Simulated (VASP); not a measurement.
A run of VASP 6.6.1 is set up as follows.

Contents of INCAR:

```
PREC = Accurate
ENCUT = 520
EDIFF = 1E-7
ISMEAR = 0
SIGMA = 0.05
LREAL = False
LASPH = True
NELM = 100
ALGO = Normal
ISIF = 2
LWAVE = False
LCHARG = True
LELF = True
LVHAR = True
NBANDS = 15
```

File KPOINTS:

```
regular mesh
0
Gamma
  6 6 6
```

File POSCAR:

```
KBr
1.0
    4.0434990000      0.0000000000      0.0000000000
    0.0000000000      4.0434990000      0.0000000000
    0.0000000000      0.0000000000      4.0434990000
K Br
1 1
Direct
    0.0000000000      0.0000000000      0.0000000000
    0.5000000000      0.5772845498      0.5000000000
```

Potentials or basis: VASP PAW LDA potentials, release 64 (K_sv, Br).

Launch:

```bash
$ cat potpaw_LDA.64/K_sv/POTCAR potpaw_LDA.64/Br/POTCAR > POTCAR
$ mpirun -np 1 vasp_std > vasp.out
```

(1) What does it give for the largest force?

(2) Estimate the band gap on the k mesh.

(3) Predict the pressure.

Answers

(1) 0.101 eV/Å.

(2) 3.51 eV, indirect (least direct gap 3.78 eV).

(3) -2.2 GPa.

Caveat: the cell differs from its parent crystal (all Br atoms moved +0.312 Å, as atom 2 along Cartesian [0 1 0]).
